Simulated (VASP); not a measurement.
Ta4N5, 9 atoms in the cell. The cell holds a slab with vacuum, 9 atoms: a = 2.904 Å, b = 5.205 Å, c = 23.508 Å, α = 90.00°, β = 90.00°, γ = 90.00°. 

| Quantity | Value |
| --- | --- |
| Program | VASP 6.6.1 |
| Task | single point |
| Functional | PBEsol |
| Potentials or basis | VASP PAW PBE potentials, release 64 (Ta_pv, N) |
| Cutoff | 520 eV |
| k mesh | 10 × 6 × 1 |
| Occupations | gaussian, width 0.1 eV |
| Spin | no spin polarisation |
| Dipole correction | yes |
| Further INCAR settings | ALGO = Normal; EDIFF = 1e-07; NBANDS = 44 |

Potentials or basis: VASP PAW PBE potentials, release 64 (Ta_pv, N).

Launch:

```sh
$ cat potpaw_PBE.64/Ta_pv/POTCAR potpaw_PBE.64/N/POTCAR > POTCAR
$ mpirun -np 1 vasp_std > vasp.out
```

Hardware: 1 thread of Intel(R) Xeon(R) Platinum 8259CL CPU @ 2.50GHz (Skylake/Cascade Lake), on a shared host.

Question: How long does it take, and how much memory?

Answer: Run time: 13 min on 1 thread of Intel(R) Xeon(R) Platinum 8259CL CPU @ 2.50GHz (Skylake/Cascade Lake) (shared host), peak memory 0.59 GiB. Counts: scf iterations 34, k points 24.
